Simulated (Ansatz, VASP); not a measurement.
Two plane-wave programs on Au3C

```
CELL_PARAMETERS angstrom
2.94020 0.00000 0.00000
-1.47010 2.54629 0.00000
0.00000 0.00000 21.89749
ATOMIC_POSITIONS crystal
Au 0.66667 0.33333 0.18267
Au 0.33333 0.66667 0.29452
Au 0.00000 0.00000 0.40632
C 0.77778 0.22222 0.52826
```

Alike in both runs: task single point; functional PBE; k mesh 9 × 9 × 1; occupations gaussian, width 0.1 eV; no spin polarisation.

|  | VASP | Ansatz |
| --- | --- | --- |
| version | VASP 6.6.1 | Ansatz 0.2.0 |
| potentials or method | VASP PAW PBE potentials, release 64 (Au, C), cutoff 520 eV | scalar-relativistic, plane waves, PAW |
| valence electrons in the cell | 37 | 61 |

```tsv
	VASP	Ansatz	Ansatz less VASP
gap on the k mesh at the Fermi level (eV)	none	none	-
rms of the force components (eV/Å)	0.410	0.411	+0.0019
```

Atom by atom the forces differ by 0.003 eV/Å (rms over components). A gap of «none» marks a metal or a gap that the smearing closes. VASP's potentials hold 37 valence electrons a cell and Ansatz's 61, so a difference there can come from the potentials and not from the codes.

Spin-orbit coupling is off throughout.
